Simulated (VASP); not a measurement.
# ZrF (Cmmm) in VASP: notebook

ZrF is run at these levels: PBE; tasks: single point, relaxation of cell and atoms.

All numbers are computed with VASP 6.6.1; they aren't measurements. Logs are shortened: lines on timing, memory, paths and dates and some standing lists are left out, and cuts for length are marked.

### Step 1. The cell of the first run

The structure is orthorhombic, space group Cmmm (No. 65). The conventional cell has a = 2.940 Å, b = 4.160 Å, c = 4.177 Å, α = 90.00°, β = 90.00°, γ = 90.00°. Zr (site symmetry mmm) has 6 Zr at 2.55 to 2.94 Å and 8 F at 2.55 to 2.95 Å within 3.4 Å. Within 3.4 Å of F (site symmetry mmm) lie 6 F at 2.55 to 2.94 Å and 8 Zr at 2.55 to 2.95 Å.

### Step 2. Single point, PBE

The input, INCAR:

```
SYSTEM = ZrF
  PREC = Accurate
  ENCUT = 520
  EDIFF = 1E-6
  ISMEAR = 0
  SIGMA = 0.1
  LREAL = .FALSE.
  LASPH = .TRUE.
  NELM = 100
  ALGO = Normal
  ISIF = 2
  LWAVE = .FALSE.
  LCHARG = .TRUE.
  GGA = PE
  LELF = .TRUE.
  LVHAR = .TRUE.
  NBANDS = 16
```

The input, KPOINTS:

```
regular mesh
0
G
  8 8 4
  0 0 0
```

The input, POSCAR:

```
ZrF
1.0
    1.4702465500     -2.0800399700      0.0000000000
    1.4702465500      2.0800399700      0.0000000000
    0.0000000000      0.0000000000      4.1768328700
Zr F
1 1
Direct
    0.5000000000      0.5000000000      0.5000000000
    0.0000000000      0.0000000000      0.0000000000
```

Potentials or basis: VASP PAW PBE potentials, release 64 (Zr_sv, F).

The run is started by

```sh
> cat potpaw_PBE.64/Zr_sv/POTCAR potpaw_PBE.64/F/POTCAR > POTCAR
> mpirun -np 1 vasp_std > vasp.out
```

OUTCAR:

```text
SYSTEM = ZrF
   PREC = Accurate
   ENCUT = 520
   EDIFF = 1E-6
   ISMEAR = 0
   LREAL = .FALSE.
   LASPH = .TRUE.
   NELM = 100
   ISIF = 2
   GGA = PE

 ion  position               nearest neighbor table
   1  0.500  0.500  0.500-   2 2.55   2 2.55   2 2.55   2 2.55
   2  0.000  0.000  0.000-   1 2.55   1 2.55   1 2.55   1 2.55

  LATTYP: Found a base centered orthorhombic cell.
 ALAT       =     2.9404931000
 B/A-ratio  =     1.4147558925
 C/A-ratio  =     1.4204532124

  Lattice vectors:

 A1 = (   1.4702465500,  -2.0800399700,   0.0000000000)
 A2 = (   1.4702465500,   2.0800399700,   0.0000000000)
 A3 = (   0.0000000000,   0.0000000000,   4.1768328700)

Analysis of symmetry for initial positions (statically):
=====================================================================
 Subroutine PRICEL returns:
 Original cell was already a primitive cell.

 Routine SETGRP: Setting up the symmetry group for a
 base centered orthorhombic supercell.

 Subroutine GETGRP returns: Found  8 space group operations
 (whereof  8 operations were pure point group operations)
 out of a pool of  8 trial point group operations.

The static configuration has the point symmetry D_2h.

Analysis of symmetry for dynamics (positions and initial velocities):
=====================================================================
 Subroutine PRICEL returns:
 Original cell was already a primitive cell.

 Routine SETGRP: Setting up the symmetry group for a
 base centered orthorhombic supercell.

 Subroutine GETGRP returns: Found  8 space group operations
 (whereof  8 operations were pure point group operations)
 out of a pool of  8 trial point group operations.

The dynamic configuration has the point symmetry D_2h.

 Subroutine INISYM returns: Found  8 space group operations
 (whereof  8 operations are pure point group operations),
 and found     1 'primitive' translations

----------------------------------------------------------------------------------------

                                     Primitive cell

  volume of cell :      25.5469

  direct lattice vectors                    reciprocal lattice vectors
     1.470246550 -2.080039970  0.000000000     0.340079016 -0.240379996  0.000000000
     1.470246550  2.080039970  0.000000000     0.340079016  0.240379996  0.000000000
     0.000000000  0.000000000  4.176832870     0.000000000  0.000000000  0.239415852

  length of vectors
     2.547192807  2.547192807  4.176832870     0.416456816  0.416456816  0.239415852

  position of ions in fractional coordinates (direct lattice)
     0.500000000  0.500000000  0.500000000
     0.000000000  0.000000000  0.000000000

  ion indices of the primitive-cell ions
   primitive index   ion index
                 1           1
                 2           2

----------------------------------------------------------------------------------------

 KPOINTS: regular mesh

Automatic generation of k-mesh.
 Grid dimensions read from file:
 generate k-points for:    8    8    4

 Generating k-lattice:

  Cartesian coordinates                     Fractional coordinates (reciprocal lattice)
     0.042509877 -0.030047500  0.000000000     0.125000000  0.000000000  0.000000000
     0.042509877  0.030047500  0.000000000     0.000000000  0.125000000  0.000000000
     0.000000000  0.000000000  0.059853963     0.000000000  0.000000000  0.250000000

  Length of vectors
     0.052057102  0.052057102  0.059853963

  Shift w.r.t. Gamma in fractional coordinates (k-lattice)
     0.000000000  0.000000000  0.000000000

 Subroutine IBZKPT returns following result:
 ===========================================

 Found     63 irreducible k-points:

 Following reciprocal coordinates:
            Coordinates               Weight
  0.000000  0.000000  0.000000      1.000000
  0.125000  0.000000  0.000000      4.000000
  0.250000  0.000000  0.000000      4.000000
  0.375000  0.000000  0.000000      4.000000
  0.500000  0.000000  0.000000      2.000000
  0.125000  0.125000  0.000000      2.000000
[... 16 lines left out ...]
  0.125000  0.000000  0.250000      8.000000
  0.250000  0.000000  0.250000      8.000000
 [... further k-points ...]
   k-points           NKPTS =     63   k-points in BZ     NKDIM =     63   number of bands    NBANDS=     16
   number of dos      NEDOS =    301   number of ions     NIONS =      2
   total plane-waves  NPLWV =  12800
   dimension x,y,z NGX =    20 NGY =   20 NGZ =   32
   dimension x,y,z NGXF=    40 NGYF=   40 NGZF=   64
   ions per type =               1   1
   NGX,Y,Z   is equivalent  to a cutoff of  13.05, 13.05, 12.74 a.u.
   NGXF,Y,Z  is equivalent  to a cutoff of  26.11, 26.11, 25.47 a.u.
 SYSTEM =  ZrF
   PREC   = accura    normal or accurate (medium, high low for compatibility)
   ISTART =      0    job   : 0-new  1-cont  2-samecut
   ICHARG =      2    charge: 1-file 2-atom 10-const
   ISPIN  =      1    spin polarized calculation?
   LNONCOLLINEAR =      F non collinear calculations
   LSORBIT =      F    spin-orbit coupling
   LASPH  =      T    aspherical Exc in radial PAW
   ENCUT  =  520.0 eV  38.22 Ry    6.18 a.u.   4.74  4.74  7.77*2*pi/ulx,y,z
   NELM   =    100;   NELMIN=  2; NELMDL= -5     # of ELM steps
   EDIFF  = 0.1E-05   stopping-criterion for ELM
   LREAL  =      F    real-space projection
   EDIFFG = 0.1E-04   stopping-criterion for IOM
   NSW    =      0    number of steps for IOM
   IBRION =     -1    ionic relax: 0-MD 1-quasi-New 2-CG
   NFREE  =      0    steps in history (QN), initial steepest desc. (CG)
   ISIF   =      2    stress and relaxation
   ISYM   =      2    0-nonsym 1-usesym 2-fastsym
   POTIM  = 0.5000    time-step for ionic-motion
   TEBEG  =    0.0;   TEEND  =   0.0 temperature during run
   PSTRESS=    0.0 pullay stress
   NELECT =      19.0000    total number of electrons
   NUPDOWN=      -1.0000    fix difference up-down
   EMIN   =  10.00;   EMAX   =-10.00  energy-range for DOS
   EFERMI =   0.00;   METHOD = LEGACY
   ISMEAR =     0;   SIGMA  =   0.10  broadening in eV -4-tet -1-fermi 0-gaus
   EFERMI_NEDOS =   21; number of points for ismear=-14 and -15
   IALGO  =     38    algorithm
   IMIX   =      4    mixing-type and parameters
     AMIX     =   0.40;   BMIX     =  1.00
     AMIX_MAG =   1.60;   BMIX_MAG =  1.00
  volume/ion in A,a.u.               =      12.77        86.20
  Fermi-wavevector in a.u.,A,eV,Ry     =   1.483246  2.802928 29.933053  2.200017
  Thomas-Fermi vector in A             =   2.596931
   LORBIT       =      0    0 simple, 1 ext, 2 COOP (PROOUT), +10 PAW based schemes
   GGA     = PE    functional components
   LHFCALC =     F    Hartree Fock is set to
   AEXX    =    0.0000 exact exchange contribution
   IVDW    =     0    specifies the selected vdW correction
   LEPSILON=     F    determine dielectric tensor
   LRPA    =     F    only Hartree local field effects (RPA)
 non-spin polarized calculation
 Gauss-broadening in eV      SIGMA  =   0.10
  energy-cutoff  :      520.00
  volume of cell :       25.55
 maximum number of plane-waves:       710
   NGX =  9   NGY =  9   NGZ = 15

 number of electron      18.9999995 magnetization

 Free energy of the ion-electron system (eV)
  ---------------------------------------------------
  ext. energy  EPLUGINS =         0.00000000
  ---------------------------------------------------
  free energy    TOTEN  =       -12.17571127 eV

  energy without entropy =      -12.16603858  energy(sigma->0) =      -12.17087493

 E-fermi :  10.0557     XC(G=0): -11.8485

 val. band max:       10.0534762607   @ k =  -0.3750   0.1250   0.2500
 cond. band min:      10.0568582373   @ k =   0.3750   0.1250   0.2500
 fundamental gap:      0.0033819766
 Fermi energy:        10.0557376556

 k-point     1 :       0.0000    0.0000    0.0000
  band No.  band energies     occupation
      1     -39.0497      2.00000
      2     -17.2443      2.00000
      3     -15.3271      2.00000
      4     -15.1868      2.00000
      5     -14.6882      2.00000
      6       2.9905      2.00000
[... 8 lines left out ...]
     15      19.1721      0.00000
     16      24.2009      0.00000

 k-point     2 :       0.1250    0.0000    0.0000
  band No.  band energies     occupation
      1     -38.9580      2.00000
      2     -17.1595      2.00000
      3     -15.8531      2.00000
      4     -14.9834      2.00000
      5     -14.8986      2.00000
      6       2.9241      2.00000
[... 8 lines left out ...]
     15      20.1974      0.00000
     16      25.3583      0.00000

 k-point     3 :       0.2500    0.0000    0.0000
  band No.  band energies     occupation
      1     -38.7286      2.00000
      2     -17.0772      2.00000
      3     -16.9484      2.00000
      4     -15.1055      2.00000
      5     -14.6949      2.00000
      6       2.7207      2.00000
[... 8 lines left out ...]
     15      20.6828      0.00000
     16      25.2422      0.00000

 k-point     4 :       0.3750    0.0000    0.0000
  band No.  band energies     occupation
      1     -38.4864      2.00000
      2     -18.2308      2.00000
      3     -16.7275      2.00000
      4     -15.2036      2.00000
      5     -14.4365      2.00000
      6       2.2903      2.00000
[... 8 lines left out ...]
     15      20.3300      0.00000
     16      23.5500      0.00000

 k-point     5 :       0.5000    0.0000    0.0000
  band No.  band energies     occupation
      1     -38.3819      2.00000
      2     -18.6848      2.00000
      3     -16.6329      2.00000
      4     -15.2364      2.00000
      5     -14.3278      2.00000
      6       1.8866      2.00000
[... 8 lines left out ...]
     15      20.0959      0.00000
     16      22.7111      0.00000

 k-point     6 :       0.1250    0.1250    0.0000
  band No.  band energies     occupation
      1     -38.8370      2.00000
      2     -17.0423      2.00000
      3     -16.3425      2.00000
      4     -15.3352      2.00000
      5     -14.7845      2.00000
      6       2.7434      2.00000
[... 8 lines left out ...]
     15      21.2141      0.00000
     16      25.5292      0.00000

 k-point     7 :       0.2500    0.1250    0.0000
  band No.  band energies     occupation
      1     -38.6026      2.00000
      2     -17.3057      2.00000
      3     -16.8275      2.00000
      4     -15.7497      2.00000
      5     -14.5430      2.00000
      6       2.5547      2.00000
[... 8 lines left out ...]
     15      22.0456      0.00000
     16      24.7219      0.00000

 k-point     8 :       0.3750    0.1250    0.0000
  band No.  band energies     occupation
      1     -38.3858      2.00000
      2     -18.2686      2.00000
      3     -16.6368      2.00000
      4     -15.8024      2.00000
      5     -14.3482      2.00000
      6       2.2558      2.00000
[... 8 lines left out ...]
     15      22.0955      0.00000
     16      23.5085      0.00000

 k-point     9 :       0.5000    0.1250    0.0000
  band No.  band energies     occupation
      1     -38.3241      2.00000
      2     -18.5505      2.00000
      3     -16.5902      2.00000
      4     -15.6772      2.00000
      5     -14.3272      2.00000
      6       2.1005      2.00000
[... 8 lines left out ...]
     15      22.1013      0.00000
     16      24.2101      0.00000
[... 172 lines left out ...]
 k-point    19 :       0.5000    0.3750    0.0000
  band No.  band energies     occupation
      1     -38.0310      2.00000
      2     -18.4143      2.00000
      3     -16.9590      2.00000
      4     -16.3764      2.00000
      5     -14.2491      2.00000
      6       2.7610      2.00000
[... 8 lines left out ...]
     15      24.6431      0.00000
     16      25.7857      0.00000

 k-point    20 :      -0.3750    0.3750    0.0000
  band No.  band energies     occupation
      1     -38.1404      2.00000
      2     -18.1190      2.00000
      3     -16.6980      2.00000
      4     -16.4722      2.00000
      5     -14.3753      2.00000
      6       2.9407      2.00000
[... 8 lines left out ...]
     15      24.5910      0.00000
     16      25.4487      0.00000

 k-point    21 :       0.5000    0.5000    0.0000
  band No.  band energies     occupation
      1     -37.9671      2.00000
      2     -18.6346      2.00000
      3     -16.9039      2.00000
      4     -16.3304      2.00000
      5     -14.2383      2.00000
      6       2.6203      2.00000
[... 8 lines left out ...]
     15      24.8720      0.00000
     16      25.2211      0.00000

 k-point    22 :       0.0000    0.0000    0.2500
  band No.  band energies     occupation
      1     -39.0481      2.00000
      2     -17.5120      2.00000
      3     -15.3253      2.00000
      4     -14.8301      2.00000
      5     -14.6878      2.00000
      6       2.3614      2.00000
[... 8 lines left out ...]
     15      17.7326      0.00000
     16      23.3122      0.00000

 k-point    23 :       0.1250    0.0000    0.2500
  band No.  band energies     occupation
      1     -38.9566      2.00000
      2     -17.4014      2.00000
      3     -15.7832      2.00000
      4     -14.8979      2.00000
      5     -14.7427      2.00000
      6       2.4731      2.00000
[... 8 lines left out ...]
     15      18.7808      0.00000
     16      24.2141      0.00000

 k-point    24 :       0.2500    0.0000    0.2500
  band No.  band energies     occupation
      1     -38.7274      2.00000
      2     -17.1569      2.00000
      3     -16.9814      2.00000
      4     -15.0720      2.00000
      5     -14.6029      2.00000
      6       2.6254      2.00000
[... 8 lines left out ...]
     15      19.6776      0.00000
     16      25.3122      0.00000

 [... further k-points ...]
[... 5 lines left out ...]
  --------------------------------------------------------------------------------------
  -------------------------------------------------------------------------------------
  Total        5.1804181      8.6271206     -1.8296674      0.0000000      0.0000000      0.0000000
  in kB      324.8900825    541.0501334   -114.7476467      0.0000000      0.0000000      0.0000000
  external PRESSURE =     250.3975231 kB  Pullay stress =       0.0000000 kB

 VOLUME and BASIS-vectors are now :
 -----------------------------------------------------------------------------
  energy-cutoff  :      520.00
  volume of cell :       25.55
      direct lattice vectors                 reciprocal lattice vectors
     1.470246550 -2.080039970  0.000000000     0.340079016 -0.240379996  0.000000000
     1.470246550  2.080039970  0.000000000     0.340079016  0.240379996  0.000000000
     0.000000000  0.000000000  4.176832870     0.000000000  0.000000000  0.239415852

 POSITION                                       TOTAL-FORCE (eV/Angst)
 -----------------------------------------------------------------------------------
      1.47025      0.00000      2.08842        -0.000000     -0.000000      0.000000
      0.00000      0.00000      0.00000         0.000000      0.000000      0.000000
 -----------------------------------------------------------------------------------
    total drift:                                0.000000      0.000000      0.000000

  FREE ENERGIE OF THE ION-ELECTRON SYSTEM (eV)
  ---------------------------------------------------
  free  energy   TOTEN  =       -12.1757112739 eV

  energy  without entropy=      -12.1660385805  energy(sigma->0) =      -12.17087493
```

Wall time 11 s (1 thread of Intel Xeon 6975P-C (Granite Rapids), shared host); peak memory 0.15 GiB.

What came out:

```
Free energy : -12.1757 eV
Pressure    : 25.0 GPa
```

Stress tensor (GPa, compression positive):
```
 32.49   0.00   0.00
  0.00  54.11   0.00
  0.00   0.00 -11.47
```

Caveat: the k points lie up to 0.38 Å⁻¹ apart; an odd number of electrons without spin polarisation forces a metal; a magnetic or distorted state may lie lower.

### Step 3. Single point, PBE

This run uses another cell than the first one, of 16.27 Å³/atom, 1.274 times its volume.

The input, INCAR:

```
PREC = Accurate
ENCUT = 520
EDIFF = 1E-6
ISMEAR = 0
SIGMA = 0.1
LREAL = False
LASPH = True
NELM = 100
ALGO = Normal
ISIF = 2
LWAVE = False
LCHARG = False
GGA = PE
NBANDS = 16
```

The input, KPOINTS:

```
Automatic mesh
0
Gamma
  8 8 4
```

The input, POSCAR:

```
ZrF
1.0
    1.3543325862     -3.0727326650      0.0000000000
    1.3543325862      3.0727326650      0.0000000000
    0.0000000000      0.0000000000      3.9094267601
Zr F
1 1
Direct
    0.5000000000      0.5000000000      0.5000000000
    0.0000000000      0.0000000000      0.0000000000
```

Potentials or basis: VASP PAW PBE potentials, release 64 (Zr_sv, F).

The run is started by

```sh
> cat potpaw_PBE.64/Zr_sv/POTCAR potpaw_PBE.64/F/POTCAR > POTCAR
> mpirun -np 1 vasp_std > vasp.out
```

OUTCAR:

```text
PREC = Accurate
   ENCUT = 520
   EDIFF = 1E-6
   ISMEAR = 0
   LREAL = False
   LASPH = True
   NELM = 100
   ISIF = 2
   GGA = PE

 ion  position               nearest neighbor table
   1  0.500  0.500  0.500-   2 2.38   2 2.38   2 2.38   2 2.38
   2  0.000  0.000  0.000-   1 2.38   1 2.38   1 2.38   1 2.38

  LATTYP: Found a base centered orthorhombic cell.
 ALAT       =     2.7086651724
 B/A-ratio  =     2.2688169038
 C/A-ratio  =     1.4433038088

  Lattice vectors:

 A1 = (   1.3543325862,  -3.0727326650,   0.0000000000)
[... 627 lines left out ...]
      4     -19.0734      2.00000
      5     -17.6941      2.00000
      6      -0.6689      2.00000
[... 8 lines left out ...]
     15      15.3763      0.00000
     16      20.0993      0.00000

 [... further k-points ...]
[... 5 lines left out ...]
  --------------------------------------------------------------------------------------
  -------------------------------------------------------------------------------------
  Total        0.0208782      0.0090730      0.0283811      0.0000000      0.0000000      0.0000000
  in kB        1.0280389      0.4467563      1.3974828      0.0000000      0.0000000      0.0000000
  external PRESSURE =       0.9574260 kB  Pullay stress =       0.0000000 kB

 VOLUME and BASIS-vectors are now :
 -----------------------------------------------------------------------------
  energy-cutoff  :      520.00
  volume of cell :       32.54
      direct lattice vectors                 reciprocal lattice vectors
     1.354332586 -3.072732665  0.000000000     0.369185535 -0.162721608  0.000000000
     1.354332586  3.072732665  0.000000000     0.369185535  0.162721608  0.000000000
     0.000000000  0.000000000  3.909426760     0.000000000  0.000000000  0.255791977

 POSITION                                       TOTAL-FORCE (eV/Angst)
 -----------------------------------------------------------------------------------
      1.35433      0.00000      1.95471         0.000000      0.000000      0.000000
      0.00000      0.00000      0.00000        -0.000000     -0.000000      0.000000
 -----------------------------------------------------------------------------------
    total drift:                                0.000000      0.000000      0.000000

  FREE ENERGIE OF THE ION-ELECTRON SYSTEM (eV)
  ---------------------------------------------------
  free  energy   TOTEN  =       -13.6872830867 eV

  energy  without entropy=      -13.6813425612  energy(sigma->0) =      -13.68431282
```

Wall time 17 s (1 thread of Intel Xeon 6975P-C (Granite Rapids), shared host); peak memory 0.17 GiB.

What came out:

* Free energy: -13.6873 eV
* Pressure: 0.1 GPa

Levels at points of the mesh, in eV from the Fermi level:
| k point | band 7 | band 8 | band 9 | band 10 | band 11 | band 12 | band 13 | band 14 |
| --- | --- | --- | --- | --- | --- | --- | --- | --- |
| (0.00, 0.00, 0.00) | -7.19 | -7.01 | -3.97 | -1.94 | 0.99 | 2.16 | 3.18 | 3.77 |
| (0.50, 0.00, 0.00) | -9.43 | -7.54 | -2.08 | 1.59 | 2.90 | 3.57 | 3.61 | 4.24 |
| (0.50, 0.50, 0.00) | -8.10 | -7.08 | -2.80 | -0.88 | 1.73 | 1.85 | 3.52 | 5.05 |
| (0.00, 0.00, 0.50) | -7.34 | -7.32 | -3.17 | -1.25 | 2.03 | 2.42 | 3.26 | 4.80 |
| (0.50, 0.00, 0.50) | -8.09 | -7.29 | -2.61 | -0.47 | 1.26 | 2.52 | 4.39 | 5.32 |
| (0.50, 0.50, 0.50) | -8.67 | -7.40 | -2.05 | -0.12 | 1.58 | 4.11 | 4.58 | 5.08 |

Caveat: the k points lie up to 0.40 Å⁻¹ apart; an odd number of electrons without spin polarisation forces a metal; a magnetic or distorted state may lie lower.

(Part 1 of 2 ends here.)
